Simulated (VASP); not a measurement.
Here is a VASP 6.6.1 calculation.

Contents of INCAR:

```
SYSTEM = MgSc2C2
PREC = Accurate ; ENCUT = 520
EDIFF = 1E-7 ; ISMEAR = 0
SIGMA = 0.1 ; LREAL = .False.
LASPH = .True. ; NELM = 60
ALGO = Normal ; ISIF = 2
LWAVE = .False. ; LCHARG = .False.
GGA = PE ; NBANDS = 24
```

File KPOINTS:

```
Automatic mesh
0
Gamma
  6 6 6
  0 0 0
```

File POSCAR:

```
MgSc2C2
1.0
   -2.1014796240      2.1014796240      5.0460242883
    2.1014796240     -2.1014796240      5.0460242883
    2.1014796240      2.1014796240     -5.0460242883
Mg Sc C
1 2 2
Direct
    0.0000000000      0.0000000000      0.0000000000
    0.7500000000      0.2500000000      0.5000000000
    0.2500000000      0.7500000000      0.5000000000
    0.6698919083      0.6698919083      0.0000000000
    0.3301080917      0.3301080917      0.0000000000
```

Potentials or basis: VASP PAW PBE potentials, release 64 (Mg, Sc_sv, C).

The run is started by

```bash
$ cat potpaw_PBE.64/Mg/POTCAR potpaw_PBE.64/Sc_sv/POTCAR potpaw_PBE.64/C/POTCAR > POTCAR
$ mpirun -np 1 vasp_std > vasp.out
```

Problem. Estimate the band gap on the k mesh.

Solution. Zero (band 16 reaches 2.83 eV, above the bottom of band 17 at 2.25 eV).

Problem. Predict the pressure.

Solution. 0.3 GPa.

Stress tensor (GPa, compression positive):
```
 0.40  0.00  0.00
 0.00  0.40  0.00
 0.00  0.00 -0.04
```
